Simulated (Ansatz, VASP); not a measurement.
# One calculation of HfB, two programs

File INCAR:

```
SYSTEM = HfB
ALGO     = Normal         ! electronic algorithm
EDIFF    = 1E-7           ! SCF threshold, eV
ENCUT    = 520            ! plane-wave cutoff, eV
GGA      = PE             ! functional
ISIF     = 2              ! what is computed and relaxed
ISMEAR   = 1              ! smearing method
IVDW     = 12             ! dispersion correction
LASPH    = .TRUE.         ! aspherical terms in the spheres
LCHARG   = .FALSE.        ! write CHGCAR
LREAL    = .FALSE.        ! projectors in reciprocal space
LWAVE    = .FALSE.        ! write WAVECAR
NBANDS   = 14             ! bands
NELM     = 80             ! most SCF steps
PREC     = Accurate       ! precision mode
SIGMA    = 0.1            ! smearing width, eV
```

The input KPOINTS:

```
k-points
0
G
  10 10 10
  0 0 0
```

The input POSCAR:

```
HfB
1.0
    0.0000000000      2.3100000000      2.3100000000
    2.3100000000      0.0000000000      2.3100000000
    2.3100000000      2.3100000000      0.0000000000
Hf B
1 1
Direct
    0.5000000000      0.5000000000      0.5000000000
    0.0000000000      0.0000000000      0.0000000000
```

File input.yaml:

```yaml
crystal:
  lattice:
    - [0.0, 2.31, 2.31]
    - [2.31, 0.0, 2.31]
    - [2.31, 2.31, 0.0]
  atoms:
    - { symbol: Hf, position: [0.5, 0.5, 0.5] }
    - { symbol: B, position: [0.0, 0.0, 0.0] }
hamiltonian:
  xc: pbe
  pseudopotentials: { kind: nc }
  dispersion: d3bj
kpoints:
  mp_grid: { grid: [10, 10, 10] }
scf:
  occupations: { method: methfessel_paxton, width: 0.1 }
output:
  forces: true
  stress: true
  eigenvalues: true
  write_density: true
  write_potential: true
  elf: true
  volumetric_format: npy
```

Alike in both runs: functional PBE; dispersion D3(BJ); k mesh 10 × 10 × 10; occupations methfessel-paxton of order 1, width 0.1 eV; no spin polarisation.

```csv
,VASP,Ansatz
version,VASP 6.6.1,Ansatz 0.2.0
potentials or method,"VASP PAW PBE potentials, release 64 (Hf_pv, B)",Ansatz NC
plane-wave cutoff (eV),520,1143
valence electrons in the cell,13,29
task,single point,electron localisation function
```

|  | VASP | Ansatz | Ansatz less VASP |
| --- | --- | --- | --- |
| gap on the k mesh at the Fermi level (eV) | none | none | - |
| pressure (GPa) | 24.9 | 24.0 | -0.91 |

A gap of «none» marks a metal or a gap that the smearing closes. VASP's potentials hold 13 valence electrons a cell and Ansatz's 29, so a difference there can come from the potentials and not from the codes.

Neither program's run includes spin-orbit coupling.
